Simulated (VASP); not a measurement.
Runs of VASP 6.6.1 on Cu. The structure is that of space group Fm-3m (No. 225), or close to it. The cells are those of the table. 

```csv
cell,gap on the mesh (eV),pressure (GPa)
"a = 2.538, b = 2.538, c = 2.595 Å, angles 59.3, 59.3, 61.5°, 1 atom",none,(a)
"a = 2.595, b = 2.595, c = 2.556 Å, angles 60.5, 60.5, 59.0°, 1 atom",none,-1.7
"a = 2.576, b = 2.576, c = 2.633 Å, angles 59.3, 59.3, 61.5°, 1 atom",none,-3.4
"a = 2.575, b = 2.575, c = 2.556 Å, angles 60.2, 60.2, 59.5°, 1 atom",none,0.2
"a = 2.614, b = 2.614, c = 2.595 Å, angles 60.2, 60.2, 59.5°, 1 atom",none,(b)
"a = 2.556, b = 2.556, c = 2.595 Å, angles 59.5, 59.5, 61.0°, 1 atom",none,0.2
"a = 2.595, b = 2.595, c = 2.633 Å, angles 59.5, 59.5, 61.0°, 1 atom",none,-5.3
```

Alike in all rows: task single point; level PBE; potentials or basis VASP PAW PBE potentials, release 64 (Cu); no spin polarisation; k mesh 22 × 22 × 22; cutoff (eV) 520; smearing gaussian 0.15 eV.

Q: Fill in the values left out.

A: (a) 2.5; (b) -5.4.

A gap of «none» marks levels without a gap at the run's occupations.
